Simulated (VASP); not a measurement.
# Gd (Fm-3m) in VASP: a series of runs, part 2 of 3

VASP 6.6.1. The steps go on from the part before.

## Step 3: Single point, LDA, collinear spin, ferromagnetic start

This run uses another cell than the first one, of 23.78 Å³/atom.

File INCAR:

```
ALGO     = Normal         # electronic algorithm
EDIFF    = 1E-6           # SCF threshold, eV
ENCUT    = 600            # plane-wave cutoff, eV
GGA      = CA             # functional
GGA_COMPAT= False        
ISIF     = 2              # what is computed and relaxed
ISMEAR   = 0              # smearing method
ISPIN    = 2              # spin polarisation
LASPH    = True           # aspherical terms in the spheres
LCHARG   = False          # write CHGCAR
LMAXMIX  = 6              # l up to which the mixer works
LORBIT   = 11             # projections on sites
LREAL    = False          # projectors in reciprocal space
LWAVE    = False          # write WAVECAR
MAGMOM   = 7              # initial moments
NBANDS   = 19             # bands
NELM     = 200            # most SCF steps
PREC     = Accurate       # precision mode
SIGMA    = 0.05           # smearing width, eV
```

File KPOINTS:

```
k-points
0
Gamma
  8 8 8
```

File POSCAR:

```
Gd
1.0
    0.0000000000      2.2823763696      2.2823763696
    2.2823763696      0.0000000000      2.2823763696
    2.2823763696      2.2823763696      0.0000000000
Gd
1
Direct
    0.0000000000      0.0000000000      0.0000000000
```

Potentials or basis: VASP PAW PBE potentials, release 64 (Gd).

On the command line:

```
$ cat potpaw_PBE.64/Gd/POTCAR > POTCAR
$ mpirun -np 1 vasp_std > vasp.out
```

OUTCAR:

```text
EDIFF = 1E-6
   ENCUT = 600
   GGA = CA
   ISIF = 2
   ISMEAR = 0
   ISPIN = 2
   LASPH = True
   LORBIT = 11
   LREAL = False
   NELM = 200
   PREC = Accurate

 ion  position               nearest neighbor table
   1  0.000  0.000  0.000-

  LATTYP: Found a face centered cubic cell.
 ALAT       =     4.5647527392

  Lattice vectors:

 A1 = (   0.0000000000,   2.2823763696,   2.2823763696)
 A2 = (   2.2823763696,   0.0000000000,   2.2823763696)
 A3 = (   2.2823763696,   2.2823763696,   0.0000000000)

Analysis of symmetry for initial positions (statically):
=====================================================================
 Subroutine PRICEL returns:
 Original cell was already a primitive cell.

 Routine SETGRP: Setting up the symmetry group for a
 face centered cubic supercell.

 Subroutine GETGRP returns: Found 48 space group operations
 (whereof 48 operations were pure point group operations)
 out of a pool of 48 trial point group operations.

The static configuration has the point symmetry O_h .

Analysis of symmetry for dynamics (positions and initial velocities):
=====================================================================
 Subroutine PRICEL returns:
 Original cell was already a primitive cell.

 Routine SETGRP: Setting up the symmetry group for a
 face centered cubic supercell.

 Subroutine GETGRP returns: Found 48 space group operations
 (whereof 48 operations were pure point group operations)
 out of a pool of 48 trial point group operations.

The dynamic configuration has the point symmetry O_h .

Analysis of structural, dynamic, and magnetic symmetry:
=====================================================================
 Subroutine PRICEL returns:
 Original cell was already a primitive cell.

 Routine SETGRP: Setting up the symmetry group for a
 face centered cubic supercell.

 Subroutine GETGRP returns: Found 48 space group operations
 (whereof 48 operations were pure point group operations)
 out of a pool of 48 trial point group operations.

The overall configuration has the point symmetry O_h .

 Subroutine INISYM returns: Found 48 space group operations
 (whereof 48 operations are pure point group operations),
 and found     1 'primitive' translations

----------------------------------------------------------------------------------------

                                     Primitive cell

  volume of cell :      23.7789

  direct lattice vectors                    reciprocal lattice vectors
     0.000000000  2.282376370  2.282376370    -0.219069916  0.219069916  0.219069916
     2.282376370  0.000000000  2.282376370     0.219069916 -0.219069916  0.219069916
     2.282376370  2.282376370  0.000000000     0.219069916  0.219069916 -0.219069916

  length of vectors
     3.227767616  3.227767616  3.227767616     0.379440225  0.379440225  0.379440225

  position of ions in fractional coordinates (direct lattice)
     0.000000000  0.000000000  0.000000000

  ion indices of the primitive-cell ions
   primitive index   ion index
                 1           1

----------------------------------------------------------------------------------------

 KPOINTS: k-points

Automatic generation of k-mesh.
 Grid dimensions read from file:
 generate k-points for:    8    8    8

 Generating k-lattice:

  Cartesian coordinates                     Fractional coordinates (reciprocal lattice)
[... 50 lines left out ...]
 SYSTEM =  unknown system
   PREC   = accura    normal or accurate (medium, high low for compatibility)
   ISTART =      0    job   : 0-new  1-cont  2-samecut
   ICHARG =      2    charge: 1-file 2-atom 10-const
   ISPIN  =      2    spin polarized calculation?
   LNONCOLLINEAR =      F non collinear calculations
   LSORBIT =      F    spin-orbit coupling
   LASPH  =      T    aspherical Exc in radial PAW
   ENCUT  =  600.0 eV  44.10 Ry    6.64 a.u.   6.45  6.45  6.45*2*pi/ulx,y,z
   NELM   =    200;   NELMIN=  2; NELMDL= -5     # of ELM steps
   EDIFF  = 0.1E-05   stopping-criterion for ELM
   LREAL  =      F    real-space projection
   EDIFFG = 0.1E-04   stopping-criterion for IOM
   NSW    =      0    number of steps for IOM
   IBRION =     -1    ionic relax: 0-MD 1-quasi-New 2-CG
   NFREE  =      0    steps in history (QN), initial steepest desc. (CG)
   ISIF   =      2    stress and relaxation
   ISYM   =      2    0-nonsym 1-usesym 2-fastsym
   POTIM  = 0.5000    time-step for ionic-motion
   TEBEG  =    0.0;   TEEND  =   0.0 temperature during run
   PSTRESS=    0.0 pullay stress
   NELECT =      18.0000    total number of electrons
   NUPDOWN=      -1.0000    fix difference up-down
   EMIN   =  10.00;   EMAX   =-10.00  energy-range for DOS
   EFERMI =   0.00;   METHOD = LEGACY
   ISMEAR =     0;   SIGMA  =   0.05  broadening in eV -4-tet -1-fermi 0-gaus
   EFERMI_NEDOS =   21; number of points for ismear=-14 and -15
   IALGO  =     38    algorithm
   IMIX   =      4    mixing-type and parameters
     AMIX     =   0.40;   BMIX     =  1.00
     AMIX_MAG =   1.60;   BMIX_MAG =  1.00
  volume/ion in A,a.u.               =      23.78       160.47
  Fermi-wavevector in a.u.,A,eV,Ry     =   1.491999  2.819468 30.287381  2.226060
  Thomas-Fermi vector in A             =   2.604582
   LORBIT       =     11    0 simple, 1 ext, 2 COOP (PROOUT), +10 PAW based schemes
   GGA     = CA    functional components
   LHFCALC =     F    Hartree Fock is set to
   AEXX    =    0.0000 exact exchange contribution
   IVDW    =     0    specifies the selected vdW correction
   LEPSILON=     F    determine dielectric tensor
   LRPA    =     F    only Hartree local field effects (RPA)
 spin polarized calculation
 Gauss-broadening in eV      SIGMA  =   0.05
  energy-cutoff  :      600.00
  volume of cell :       23.78
 maximum number of plane-waves:       821
 NGX is ok and might be reduce to    28
   NGX = 13   NGY = 13   NGZ = 13

 number of electron      18.0000002 magnetization       7.1607536

 Free energy of the ion-electron system (eV)
  ---------------------------------------------------
  ext. energy  EPLUGINS =         0.00000000
  ---------------------------------------------------
  free energy    TOTEN  =       -11.53767158 eV

  energy without entropy =      -11.53345711  energy(sigma->0) =      -11.53556435

 E-fermi :   4.3965     XC(G=0): -11.8439

 val. band max:        4.3870194555   @ k =   0.5000   0.2500   0.1250
 cond. band min:       4.3966573765   @ k =   0.5000   0.2500   0.0000
 fundamental gap:      0.0096379210
 Fermi energy:         4.3964823271

 spin component 1

 k-point     1 :       0.0000    0.0000    0.0000
  band No.  band energies     occupation
      1     -39.9738      1.00000
      2     -16.6194      1.00000
      3     -16.6194      1.00000
      4     -16.6194      1.00000
      5      -0.6990      1.00000
      6       0.2564      1.00000
[... 517 lines left out ...]
     18      15.1801      0.00000
     19      18.2380      0.00000

 [... further k-points ...]

 spin component 2

 k-point     1 :       0.0000    0.0000    0.0000
  band No.  band energies     occupation
      1     -37.1669      1.00000
      2     -14.3972      1.00000
      3     -14.3972      1.00000
      4     -14.3972      1.00000
      5       0.0241      1.00000
      6       4.7247      0.00000
[... 517 lines left out ...]
     18      16.4774      0.00000
     19      19.1565      0.00000

 [... further k-points ...]

------------------------ aborting loop because EDIFF is reached ----------------------------------------

  FORCE on cell =-STRESS in cart. coord.  units (eV):
  Direction    XX          YY          ZZ          XY          YZ          ZX
  --------------------------------------------------------------------------------------
  -------------------------------------------------------------------------------------
  Total        1.4546905      1.4546905      1.4546905      0.0000000      0.0000000      0.0000000
  in kB       98.0142885     98.0142885     98.0142885      0.0000000      0.0000000      0.0000000
  external PRESSURE =      98.0142885 kB  Pullay stress =       0.0000000 kB

 VOLUME and BASIS-vectors are now :
 -----------------------------------------------------------------------------
  energy-cutoff  :      600.00
  volume of cell :       23.78
      direct lattice vectors                 reciprocal lattice vectors
     0.000000000  2.282376370  2.282376370    -0.219069916  0.219069916  0.219069916
     2.282376370  0.000000000  2.282376370     0.219069916 -0.219069916  0.219069916
     2.282376370  2.282376370  0.000000000     0.219069916  0.219069916 -0.219069916

 POSITION                                       TOTAL-FORCE (eV/Angst)
 -----------------------------------------------------------------------------------
      0.00000      0.00000      0.00000         0.000000     -0.000000      0.000000
 -----------------------------------------------------------------------------------
    total drift:                               -0.000000     -0.000000     -0.000000

  FREE ENERGIE OF THE ION-ELECTRON SYSTEM (eV)
  ---------------------------------------------------
  free  energy   TOTEN  =       -11.5376715800 eV

  energy  without entropy=      -11.5334571140  energy(sigma->0) =      -11.53556435

 total charge

# of ion       s       p       d       f       tot
--------------------------------------------------
    1        2.091   5.501   0.791   7.026  15.409

 magnetization (x)

# of ion       s       p       d       f       tot
--------------------------------------------------
    1        0.010  -0.029   0.127   6.716   6.823
```

Run time: 31 s. Hardware: 1 thread of Intel Xeon 6975P-C (Granite Rapids), shared host; peak memory 0.17 GiB.

What came out:

| Quantity | Value |
| --- | --- |
| Free energy | -11.5377 eV |
| Pressure | 9.8 GPa |
| Net moment | 7.16 μB per cell |
| Site moments | Gd +6.82 μB |
| Valence electrons inside the program's atomic spheres | Gd 15.41 |

Caveat: the cell stands under pressure; the PAW data sets were made with another functional, which shifts forces and pressure a little; spin-orbit coupling is left out, which moves the levels of the heavy elements; semilocal functionals describe open f shells poorly, which spoils levels, moments and volumes. The state reached can hang on the start; a lower one may exist.

## Step 4: Single point, LDA, collinear spin, ferromagnetic start

This run uses another cell than the first one, of 25.75 Å³/atom.

File INCAR:

```
ALGO = Normal
EDIFF = 1E-6
ENCUT = 600
GGA = CA
GGA_COMPAT = F
ISIF = 2
ISMEAR = 0
ISPIN = 2
LASPH = T
LCHARG = F
LMAXMIX = 6
LORBIT = 11
LREAL = F
LWAVE = F
MAGMOM = 7
NBANDS = 19
NELM = 200
PREC = Accurate
SIGMA = 0.05
```

KPOINTS is that of step 3.

File POSCAR:

```
Gd
1.0
    0.0000000000      2.3437833675      2.3437833675
    2.3437833675      0.0000000000      2.3437833675
    2.3437833675      2.3437833675      0.0000000000
Gd
1
Direct
    0.0000000000      0.0000000000      0.0000000000
```

On the command line:

```
$ cat potpaw_PBE.64/Gd/POTCAR > POTCAR
$ mpirun -np 1 vasp_std > vasp.out
```

Wall time 30 s (1 thread of Intel Xeon 6975P-C (Granite Rapids), shared host); peak memory 0.18 GiB.

Results (log left out):

```yaml
Free_energy: -11.6289 eV
Pressure: 4.9 GPa
Net_moment: 7.26 μB per cell
Site_moments: Gd +6.87 μB
Valence_electrons_inside_the_program's_atomic_spheres: Gd 15.34
```

Levels at points of the mesh, in eV from the Fermi level:
Spin up:
```csv
k point,band 11,band 12,band 13,band 14,band 15,band 16
"(0.00, 0.00, 0.00)",-3.93,-3.93,1.59,1.59,1.59,4.58
"(0.50, 0.00, 0.00)",-3.92,-2.75,1.32,1.32,2.34,6.94
"(0.50, 0.50, 0.00)",-3.96,-2.91,-2.02,4.34,6.97,7.68
```
Spin down:
```csv
k point,band 1,band 2,band 3,band 4,band 5,band 6,band 7,band 8,band 9,band 10
"(0.00, 0.00, 0.00)",-41.62,-19.07,-19.07,-19.07,-4.42,0.27,0.61,0.61,0.61,1.03
"(0.50, 0.00, 0.00)",-41.39,-20.89,-19.30,-19.30,-2.00,0.33,0.63,0.63,0.77,0.93
"(0.50, 0.50, 0.00)",-41.32,-20.76,-19.71,-19.71,-2.24,-1.26,0.67,0.70,0.70,0.74
```

Caveat: the cell stands under pressure; the PAW data sets were made with another functional, which shifts forces and pressure a little; spin-orbit coupling is left out, which moves the levels of the heavy elements; semilocal functionals describe open f shells poorly, which spoils levels, moments and volumes. The state reached can hang on the start; a lower one may exist.

## Step 5: Single point, LDA, collinear spin, ferromagnetic start

This run uses another cell than the first one, of 28.58 Å³/atom.

File INCAR:

```
SYSTEM = Gd
  PREC = Accurate
  ENCUT = 600
  EDIFF = 1E-6
  ISMEAR = 0
  SIGMA = 0.05
  LREAL = .False.
  LASPH = .True.
  NELM = 200
  ALGO = Normal
  ISIF = 2
  LWAVE = .False.
  LCHARG = .True.
  ISPIN = 2
  MAGMOM = 7
  LORBIT = 11
  LMAXMIX = 6
  GGA = CA
  LELF = .True.
  LVHAR = .True.
  NBANDS = 19
  GGA_COMPAT = .False.
```

File KPOINTS:

```
Automatic mesh
0
Gamma
  8 8 8
  0 0 0
```

File POSCAR:

```
Gd
1.0
    0.0000000000      2.4265955017      2.4265955017
    2.4265955017      0.0000000000      2.4265955017
    2.4265955017      2.4265955017      0.0000000000
Gd
1
Direct
    0.0000000000      0.0000000000      0.0000000000
```

Potentials or basis: VASP PAW PBE potentials, release 64 (Gd).

On the command line:

```
$ cat potpaw_PBE.64/Gd/POTCAR > POTCAR
$ mpirun -np 1 vasp_std > vasp.out
```

OUTCAR:

```text
SYSTEM = Gd
   PREC = Accurate
   ENCUT = 600
   EDIFF = 1E-6
   ISMEAR = 0
   LREAL = .False.
   LASPH = .True.
   NELM = 200
   ISIF = 2
   ISPIN = 2
   LORBIT = 11
   GGA = CA

 ion  position               nearest neighbor table
   1  0.000  0.000  0.000-

  LATTYP: Found a face centered cubic cell.
 ALAT       =     4.8531910034

  Lattice vectors:

 A1 = (   0.0000000000,   2.4265955017,   2.4265955017)
 A2 = (   2.4265955017,   0.0000000000,   2.4265955017)
 A3 = (   2.4265955017,   2.4265955017,   0.0000000000)

Analysis of symmetry for initial positions (statically):
[... 1261 lines left out ...]
  -------------------------------------------------------------------------------------
  Total        0.0083820      0.0083820      0.0083820      0.0000000      0.0000000      0.0000000
  in kB        0.4699327      0.4699327      0.4699327      0.0000000      0.0000000      0.0000000
  external PRESSURE =       0.4699327 kB  Pullay stress =       0.0000000 kB

 VOLUME and BASIS-vectors are now :
 -----------------------------------------------------------------------------
  energy-cutoff  :      600.00
  volume of cell :       28.58
      direct lattice vectors                 reciprocal lattice vectors
     0.000000000  2.426595502  2.426595502    -0.206049999  0.206049999  0.206049999
     2.426595502  0.000000000  2.426595502     0.206049999 -0.206049999  0.206049999
     2.426595502  2.426595502  0.000000000     0.206049999  0.206049999 -0.206049999

 POSITION                                       TOTAL-FORCE (eV/Angst)
 -----------------------------------------------------------------------------------
      0.00000      0.00000      0.00000         0.000000     -0.000000     -0.000000
 -----------------------------------------------------------------------------------
    total drift:                               -0.000000     -0.000000     -0.000000

  FREE ENERGIE OF THE ION-ELECTRON SYSTEM (eV)
  ---------------------------------------------------
  free  energy   TOTEN  =       -11.6722336918 eV

  energy  without entropy=      -11.6691998529  energy(sigma->0) =      -11.67071677

 total charge

# of ion       s       p       d       f       tot
--------------------------------------------------
    1        2.079   5.514   0.662   7.019  15.275

 magnetization (x)

# of ion       s       p       d       f       tot
--------------------------------------------------
    1        0.006  -0.035   0.145   6.752   6.868
```

Wall time 36 s (1 thread of Intel Xeon 6975P-C (Granite Rapids), shared host); peak memory 0.18 GiB.

Results:

```yaml
Free_energy: -11.6722 eV
Pressure: 0.0 GPa
Net_moment: 7.28 μB per cell
Site_moments: Gd +6.87 μB
Valence_electrons_inside_the_program's_atomic_spheres: Gd 15.28
```

Caveat: the PAW data sets were made with another functional, which shifts forces and pressure a little; spin-orbit coupling is left out, which moves the levels of the heavy elements; semilocal functionals describe open f shells poorly, which spoils levels, moments and volumes.

(Part 2 of 3 ends here.)
